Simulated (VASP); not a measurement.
A run of VASP 6.6.1 is set up as follows.

Contents of INCAR:

```
ALGO = Normal
EDIFF = 1E-8
ENCUT = 520
GGA = PE
IBRION = 8
ISIF = 2
ISMEAR = 0
LASPH = T
LCHARG = F
LEPSILON = T
LREAL = F
LWAVE = F
NELM = 100
NSW = 1
PREC = Accurate
SIGMA = 0.01
```

Contents of KPOINTS:

```
k-points
0
Gamma
  12 12 12
```

File POSCAR:

```
CuI
1.0
    0.0000000000      3.0395571039      3.0395571039
    3.0395571039      0.0000000000      3.0395571039
    3.0395571039      3.0395571039      0.0000000000
Cu I
1 1
Direct
    0.0000000000      0.0000000000      0.0000000000
    0.2500000000      0.2500000000      0.2500000000
```

Potentials or basis: VASP PAW PBE potentials, release 64 (Cu, I).

Run with:

```sh
$ cat potpaw_PBE.64/Cu/POTCAR potpaw_PBE.64/I/POTCAR > POTCAR
$ mpirun -np 1 vasp_std > vasp.out
```

Question: Estimate the electronic dielectric tensor (diagonal).

Answer: 6.33.

Question: Predict the Born charges (mean of the diagonal).

Answer: Cu +1.12; I -1.12 e.

Question: Predict the highest phonon frequency at Γ, LO-TO splitting left out.

Answer: 123 cm⁻¹.

Born effective charge tensors (e):
atom 1, Cu
```
1.12 0.00 0.00
0.00 1.12 0.00
0.00 0.00 1.12
```
atom 2, I
```
-1.12  0.00  0.00
 0.00 -1.12  0.00
 0.00  0.00 -1.12
```
